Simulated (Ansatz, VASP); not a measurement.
**Two plane-wave programs on ZnSe5**

```
CELL_PARAMETERS angstrom
0.00000 4.02902 4.02902
4.02902 0.00000 4.02902
4.02902 4.02902 0.00000
ATOMIC_POSITIONS crystal
Zn 0.00000 0.00000 0.00000
Se 0.62533 0.62533 0.62533
Se 0.12401 0.62533 0.62533
Se 0.62533 0.62533 0.12401
Se 0.62533 0.12401 0.62533
Se 0.25000 0.25000 0.25000
```

Change from the starting cell: species swapped into the ErCu5 type (F-43m, No. 216).

Alike in both runs: functional PBE; k mesh 8 × 8 × 8; occupations gaussian, width 0.1 eV; no spin polarisation.

Ansatz relaxed the structure, and its values are those at the end. VASP's run is a single point on that final structure, the one shown.

```csv
,VASP,Ansatz
version,VASP 6.6.1,Ansatz 0.2.0
potentials or method,"VASP PAW PBE potentials, release 64 (Zn, Se), cutoff 520 eV","scalar-relativistic, plane waves, PAW"
valence electrons in the cell,42,92
```

```csv
,VASP,Ansatz,Ansatz less VASP
gap on the k mesh at the Fermi level (eV),none,none,-
pressure (GPa),0.0,0.0,-0.02
rms of the force components (eV/Å),0.006,0.006,+0.0002
```

A gap of «none» marks a metal or a gap that the smearing closes. VASP's potentials hold 42 valence electrons a cell and Ansatz's 92, so a difference there can come from the potentials and not from the codes.
